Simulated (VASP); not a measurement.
Here is a VASP 6.6.1 calculation.

The input INCAR:

```
ALGO = Normal ; EDIFF = 1E-7
ENCUT = 520 ; GGA = PE
ISIF = 2 ; ISMEAR = -1
LASPH = T ; LCHARG = F
LREAL = Auto ; LWAVE = F
NBANDS = 86 ; NELM = 60
PREC = Accurate ; SIGMA = 0.36
```

KPOINTS

```
k-points
0
Gamma
  2 2 2
```

The input POSCAR:

```
WC
1.0
   -3.0020810000     -5.1997570000      0.0000000000
    4.5031220000     -2.5998780000      0.0000000000
    0.0000000000      0.0000000000      5.8899640000
W C
8 8
Direct
    0.7936714301      0.4609837176     -0.0323091958
    0.8148626444      0.4052929640      0.4867432127
    0.5397939530     -0.0401931882     -0.0271139178
    0.5159756086     -0.0050186135      0.4599858335
    0.2958267126      0.4812429584     -0.0013412646
    0.3019219170      0.4750912923      0.5133647676
    0.0181708316     -0.0567272421     -0.0007470334
    0.0768874706     -0.0287306418      0.5086278965
    0.5026430426      0.6442141980      0.2272679426
    0.5117218176      0.6357878703      0.7552507961
    0.3067589031      0.1421713812      0.2348571231
    0.3157488189      0.1080369419      0.7163880798
    0.0341367922      0.5660253965      0.2270981622
    0.0543000872      0.6054717727      0.7362693558
    0.7101375570      0.1866461684      0.1861471479
    0.8069224709      0.1136204212      0.7542490922
```

Potentials or basis: VASP PAW PBE potentials, release 64 (W_sv, C).

Launch:

```sh
$ cat potpaw_PBE.64/W_sv/POTCAR potpaw_PBE.64/C/POTCAR > POTCAR
$ mpirun -np 1 vasp_std > vasp.out
```

Task: Predict the band gap on the k mesh.

Result: Zero (bands 72 and 73 overlap by 0.04 eV).

Task: What does it give for the pressure?

Result: -5.5 GPa.

Task: Estimate the largest force.

Result: 6.083 eV/Å.

Forces on the atoms (eV/Å):
```
W    1.356  0.184  0.673
W    2.565 -0.876 -0.799
W    0.671  1.584  0.062
W   -5.323 -2.671  1.235
W   -1.776  2.796 -0.465
W   -0.918  0.868 -3.224
W   -0.319 -1.765 -0.214
W    0.512  3.879 -1.175
C   -0.031 -2.159  0.918
C   -1.447 -1.950 -1.085
C    1.489  2.576 -0.941
C    2.216  0.121  2.120
C    2.280 -1.199  0.879
C    1.612  0.075  0.506
C   -3.209 -1.229  2.987
C    0.321 -0.236 -1.478
```

Caveat: the k points lie up to 0.60 Å⁻¹ apart; so wide a smearing shifts energies and pressures; spin-orbit coupling is left out, which moves the levels of the heavy elements; forces of over 1 eV/Å act on the atoms, so gaps and moduli don't describe the material at rest.
